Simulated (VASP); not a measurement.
A run of VASP 6.6.1 is set up as follows.

File INCAR:

```
ALGO = Normal
EDIFF = 1E-7
ENCUT = 520
GGA = PE
ISIF = 2
ISMEAR = 0
LASPH = T
LCHARG = F
LREAL = F
LWAVE = F
NBANDS = 26
NELM = 80
PREC = Accurate
SIGMA = 0.05
```

Contents of KPOINTS:

```
k-points
0
Gamma
  12 12 6
```

The input POSCAR:

```
GaN
1.0
    3.2184289119      0.0000000000      0.0000000000
   -1.6092144560      2.7872411979      0.0000000000
    0.0000000000      0.0000000000      5.2430304311
Ga N
2 2
Direct
    0.3333333333      0.6666666667      1.0038999215
    0.6666666667      0.3333333333      0.4943634519
    0.3333333333      0.6666666667      0.3762967446
    0.6666666667      0.3333333333      0.8754398820
```

Potentials or basis: VASP PAW PBE potentials, release 64 (Ga_d, N).

Launch:

```console
$ cat potpaw_PBE.64/Ga_d/POTCAR potpaw_PBE.64/N/POTCAR > POTCAR
$ mpirun -np 1 vasp_std > vasp.out
```

Problem. Estimate the pressure.

Solution. 0.2 GPa.

Problem. Estimate the largest force.

Solution. 0.671 eV/Å.

Problem. Estimate the band gap on the k mesh.

Solution. 1.68 eV, direct.

Forces in eV/Å, atoms in the order of the input:
```
Ga   0.000  0.000 -0.671
Ga   0.000  0.000  0.634
N    0.000  0.000  0.005
N    0.000  0.000  0.033
```

Caveat: the cell differs from its parent crystal (mode 6 (319.1 1/cm) frozen in, largest displacement +0.025 Å).
